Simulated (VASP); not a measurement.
# Ti: single point with LDA

Crystal: Ti.

```
Ti
1.0
     0.00000    2.03000    2.03000
     2.03000    0.00000    2.03000
     2.03000    2.03000    0.00000
Ti
1
Direct
  0.00000 0.00000 0.00000
```

```
Program                : VASP 6.6.1
Task                   : single point
Functional             : LDA
Potentials or basis    : VASP PAW LDA potentials, release 64 (Ti_sv)
Cutoff                 : 520 eV
k mesh                 : 9 × 9 × 9
Occupations            : gaussian, width 0.1 eV
Spin                   : no spin polarisation
Dipole correction      : no
Further INCAR settings : ALGO = Normal; EDIFF = 1e-07; NBANDS = 12
```

```yaml
Pressure: -4.7 GPa
Band_gap_on_the_k_mesh: zero (band 6 reaches 9.25 eV, above the bottom of band 7 at 7.93 eV)
```

Levels at points of the mesh, in eV from the Fermi level:
```
           k point  band 2  band 3  band 4  band 5  band 6  band 7  band 8  band 9  band 10  band 11
(0.00, 0.00, 0.00)  -32.16  -32.16  -32.16   -6.11    0.85    0.85    0.85    2.54     2.54    15.55
```

Wall time 16 s on 1 thread of AMD EPYC 7571 (shared host), peak memory 0.1 GiB.
